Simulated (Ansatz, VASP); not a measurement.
Two plane-wave programs on As3O2

INCAR

```
SYSTEM = As3O2
PREC = Accurate
ENCUT = 520
EDIFF = 1E-6
ISMEAR = 0
SIGMA = 0.1
LREAL = .FALSE.
LASPH = .TRUE.
NELM = 60
ALGO = Normal
ISIF = 2
LWAVE = .FALSE.
LCHARG = .FALSE.
GGA = PE
NBANDS = 22
```

File KPOINTS:

```
Automatic mesh
0
G
  6 6 6
  0 0 0
```

Contents of POSCAR:

```
As3O2
1.0
    3.0274890000      1.7479215900      2.4266693100
   -3.0274890000      1.7479215900      2.4266693100
    0.0000000000     -3.4958431800      2.4266693100
As O
3 2
Direct
    0.2467715700      0.7532284300      0.0000000000
    0.0000000000      0.2467715700      0.7532284300
    0.7532284300      0.0000000000      0.2467715700
    0.2578843500      0.2578843500      0.2578843500
    0.7421156500      0.7421156500      0.7421156500
```

Input for Ansatz:

```yaml
crystal:
  lattice:
    - [3.027489, 1.74792159, 2.42666931]
    - [-3.027489, 1.74792159, 2.42666931]
    - [0.0, -3.49584318, 2.42666931]
  atoms:
    - { symbol: As, position: [0.24677157, 0.75322843, 0.0] }
    - { symbol: As, position: [0.0, 0.24677157, 0.75322843] }
    - { symbol: As, position: [0.75322843, 0.0, 0.24677157] }
    - { symbol: O, position: [0.25788435, 0.25788435, 0.25788435] }
    - { symbol: O, position: [0.74211565, 0.74211565, 0.74211565] }
basis:
  ecutwfc: 420
kpoints:
  mp_grid: { grid: [6, 6, 6] }
hamiltonian:
  xc: pbe
scf:
  occupations: { method: gaussian, width: 0.1 }
  lower_state_search: "off"
output:
  forces: true
  stress: true
  eigenvalues: true
```

Change from the starting cell: species swapped into the Ni3Se2 type (R32, No. 155).

Alike in both runs: task single point; functional PBE; k mesh 6 × 6 × 6; occupations gaussian, width 0.1 eV; no spin polarisation.

|  | VASP | Ansatz |
| --- | --- | --- |
| version | VASP 6.6.1 | Ansatz 0.2.0 |
| potentials or method | VASP PAW PBE potentials, release 64 (As, O), cutoff 520 eV | scalar-relativistic, plane waves, PAW |
| valence electrons in the cell | 27 | 57 |

VASP gave:

* gap on the k mesh at the Fermi level (eV): none
* pressure (GPa): 4.5
* traceless stress, the component that is largest in VASP (GPa): 7.74
* rms of the force components (eV/Å): 0.754

Estimate Ansatz's values.

gap on the k mesh at the Fermi level (eV): none; pressure (GPa): 4.4; traceless stress, the component that is largest in VASP (GPa): 7.71; rms of the force components (eV/Å): 0.748.

Atom by atom the forces differ by 0.010 eV/Å (rms over components). A gap of «none» marks a metal or a gap that the smearing closes. VASP's potentials hold 27 valence electrons a cell and Ansatz's 57, so a difference there can come from the potentials and not from the codes.
